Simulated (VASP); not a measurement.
SiS4:

```
Si S
1.0
     4.96757    0.00000    0.00000
     0.00000    4.96757    0.00000
     0.00000    0.00000    4.96757
Si S
1 4
Direct
  0.50000 0.50000 0.50000
  0.00000 0.50000 0.50000
  0.50000 0.00000 0.50000
  0.50000 0.50000 0.00000
  0.00000 0.00000 0.00000
```

The cell was generated, and may not be a known phase.

| Quantity | Value |
| --- | --- |
| Program | VASP 6.6.1 |
| Task | relaxation of cell and atoms |
| Functional | PBE |
| Potentials or basis | VASP PAW PBE potentials, release 64 (Si, S) |
| Cutoff | 500 eV |
| k mesh | 4 × 4 × 4 |
| Occupations | gaussian, width 0.1 eV |
| Spin | no spin polarisation |

At the start: pressure -10.6 GPa; volume 24.52 Å³/atom.

How do energy, volume and symmetry change on relaxing?

Over 4 steps the energy falls by 286.6 meV/atom and the volume is 18.16 Å³/atom (-25.9 %); space group Pm-3m (No. 221, to 0.1 Å) before and after.

Step by step:
| step | energy change (eV) | largest force (eV/Å) | pressure (GPa) | volume (Å³) |
| --- | --- | --- | --- | --- |
| 1 | 0.0000 | 0.0000 | -10.57 | 122.58 |
| 2 | -1.3714 | 0.0000 | -3.62 | 96.06 |
| 3 | -1.4324 | 0.0000 | -0.39 | 91.37 |
| 4 | -1.4330 | 0.0000 | 0.07 | 90.81 |

Final structure:
```yaml
crystal:
  lattice:
    - [4.49475, 0.00000, 0.00000]
    - [0.00000, 4.49475, 0.00000]
    - [0.00000, 0.00000, 4.49475]
  atoms:
    - { symbol: Si, position: [0.50000, 0.50000, 0.50000] }
    - { symbol: S, position: [0.00000, 0.50000, 0.50000] }
    - { symbol: S, position: [0.50000, 0.00000, 0.50000] }
    - { symbol: S, position: [0.50000, 0.50000, 0.00000] }
    - { symbol: S, position: [0.00000, 0.00000, 0.00000] }
```

Caveat: the volume moved by over 15 % at a fixed basis, so the end points are rough.
